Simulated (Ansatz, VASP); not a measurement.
## One calculation of Na, two programs

Contents of INCAR:

```
SYSTEM = Na
PREC     = Accurate       ! precision mode
ENCUT    = 500            ! plane-wave cutoff, eV
EDIFF    = 1E-6           ! SCF threshold, eV
ISMEAR   = -1             ! smearing method
SIGMA    = 0.1            ! smearing width, eV
LREAL    = .FALSE.        ! projectors in reciprocal space
LASPH    = .TRUE.         ! aspherical terms in the spheres
NELM     = 120            ! most SCF steps
ALGO     = Normal         ! electronic algorithm
ISIF     = 2              ! what is computed and relaxed
LWAVE    = .FALSE.        ! write WAVECAR
LCHARG   = .FALSE.        ! write CHGCAR
GGA      = RE             ! functional
NBANDS   = 10             ! bands
GGA_COMPAT= .FALSE.
```

File KPOINTS:

```
regular mesh
0
G
  10 10 10
  0 0 0
```

Contents of POSCAR:

```
Na
1.0
    3.5315032629      0.0000000000      0.0000000000
    0.0000000000      3.5315032629      0.0000000000
    0.0000000000      0.0000000000      3.5315032629
Na
1
Direct
    0.0000000000      0.0000000000      0.0000000000
```

Input for Ansatz:

```yaml
crystal:
  lattice:
    - [3.5315032629, 0.0, 0.0]
    - [0.0, 3.5315032629, 0.0]
    - [0.0, 0.0, 3.5315032629]
  atoms:
    - { symbol: Na, position: [0.0, 0.0, 0.0] }
hamiltonian:
  xc: revpbe
  pseudopotentials:
    kind: paw
    azcp:
      Na: "pseudopotentials/Na.paw.azcp"
basis:
  ecutwfc: 420
  fft_grid_basis: typed
kpoints:
  mp_grid: { grid: [10, 10, 10], shift: [0, 0, 0] }
magnetization:
  spin_polarized: false
scf:
  occupations: { method: fermi_dirac, width: 0.1 }
  lower_state_search: "off"
output:
  stress: true
  write_density: true
  write_potential: true
  elf: true
  volumetric_format: npy
```

Alike in both runs: task single point; functional revPBE; k mesh 10 × 10 × 10; occupations fermi-dirac, width 0.1 eV; no spin polarisation.

|  | VASP | Ansatz |
| --- | --- | --- |
| version | VASP 6.6.1 | Ansatz 0.2.0 |
| potentials or method | VASP PAW PBE potentials, release 64 (Na_pv), cutoff 500 eV | plane waves (420 eV) with PAW, scalar-relativistic |
| valence electrons in the cell | 7 | 9 |

```tsv
	VASP	Ansatz	Ansatz less VASP
pressure (GPa)	-0.2	-0.2	+0.03
```

VASP's potentials were made for PBE, not for revPBE. VASP's potentials hold 7 valence electrons a cell and Ansatz's 9, so a difference there can come from the potentials and not from the codes.
